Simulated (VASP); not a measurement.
Write the native input for VASP 6.6.1 that does the following.

| Item | Value |
| --- | --- |
| Task | single point |
| Functional | PBE |
| Potentials or basis | VASP PAW PBE potentials, release 64 (Ta_pv, V_sv, H) |
| Cutoff | 520 eV |
| k mesh | 10 × 10 × 10 |
| Occupations | gaussian, width 0.1 eV |
| Spin | no spin polarisation |
| Dipole correction | no |
| Further INCAR settings | ALGO = Normal; EDIFF = 1e-06; NBANDS = 32 |

The structure of TaV2H6 lies in POSCAR:

```
TaV2H6
1.0
    0.0000000000      3.3491889684      3.3491889684
    3.3491889684      0.0000000000      3.3491889684
    3.3491889684      3.3491889684      0.0000000000
Ta V H
1 2 6
Direct
    0.0000000000      0.0000000000      0.0000000000
    0.7500000000      0.7500000000      0.7500000000
    0.2500000000      0.2500000000      0.2500000000
    0.5000000000      0.0000000000      0.0000000000
    0.0000000000      0.5000000000      0.5000000000
    0.0000000000      0.5000000000      0.0000000000
    0.5000000000      0.0000000000      0.5000000000
    0.0000000000      0.0000000000      0.5000000000
    0.5000000000      0.5000000000      0.0000000000
```

This cell differs from its parent crystal: atoms taken out.

One way to write it, as run:

INCAR

```
PREC     = Accurate       # precision mode
ENCUT    = 520            # plane-wave cutoff, eV
EDIFF    = 1E-6           # SCF threshold, eV
ISMEAR   = 0              # smearing method
SIGMA    = 0.1            # smearing width, eV
LREAL    = False          # projectors in reciprocal space
LASPH    = True           # aspherical terms in the spheres
NELM     = 100            # most SCF steps
ALGO     = Normal         # electronic algorithm
ISIF     = 2              # what is computed and relaxed
LWAVE    = False          # write WAVECAR
LCHARG   = True           # write CHGCAR
GGA      = PE             # functional
LELF     = True           # ELF
LVHAR    = True         
NBANDS   = 32             # bands
```

KPOINTS

```
regular mesh
0
Gamma
  10 10 10
```

Potentials or basis: VASP PAW PBE potentials, release 64 (Ta_pv, V_sv, H).

The run is started by

```sh
$ cat potpaw_PBE.64/Ta_pv/POTCAR potpaw_PBE.64/V_sv/POTCAR potpaw_PBE.64/H/POTCAR > POTCAR
$ mpirun -np 1 vasp_std > vasp.out
```

It gave:

```yaml
Pressure: 0.0 GPa
Band_gap_on_the_k_mesh: zero (an odd number of electrons rules out a gap without spin polarisation)
```

Caveat: the cell differs from its parent crystal (atoms taken out); spin-orbit coupling is left out, which moves the levels of the heavy elements.

Wall time 55 s on 1 thread of Intel(R) Xeon(R) 6975P-C (Granite Rapids), on a shared host, peak memory 0.26 GiB.
